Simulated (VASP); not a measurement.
Crystal: Lu.

```
Lu
1.0
     3.38239    0.00000    0.00000
    -1.69120    2.92924    0.00000
     0.00000    0.00000    5.25241
Lu
2
Cartesian
  0.0000 1.9528 1.3131
  1.6912 0.9764 3.9393
```

Base run:

| Quantity | Value |
| --- | --- |
| Program | VASP 6.6.1 |
| Functional | LDA |
| Potentials or basis | VASP PAW PBE potentials, release 64 (Lu) |
| Cutoff | 520 eV |
| k mesh | 11 × 11 × 6 |
| Occupations | methfessel-paxton, width 0.3 eV |
| Spin | no spin polarisation |

Its results: band gap on the k mesh zero (band 25 reaches 3.62 eV, above the bottom of band 26 at 1.71 eV); pressure 0.1 GPa.

Q: After a change of settings the same cell gave: band gap on the k mesh zero (band 25 reaches 3.64 eV, above the bottom of band 26 at 1.71 eV); pressure 3.1 GPa. Which change was it?
A. occupations from methfessel-paxton, width 0.3 eV to fermi-dirac, width 0.6 eV
B. occupations from methfessel-paxton, width 0.3 eV to fermi-dirac, width 0.3 eV; further incar settings from ALGO = Normal; EDIFF = 1e-07; NBANDS = 32 to ALGO = Normal; EDIFF = 1e-06; NBANDS = 32
C. occupations from methfessel-paxton, width 0.3 eV to gaussian, width 0.1 eV

A: A.

Caveats: the PAW data sets were made with another functional, which shifts forces and pressure a little; spin-orbit coupling is left out, which moves the levels of the heavy elements.
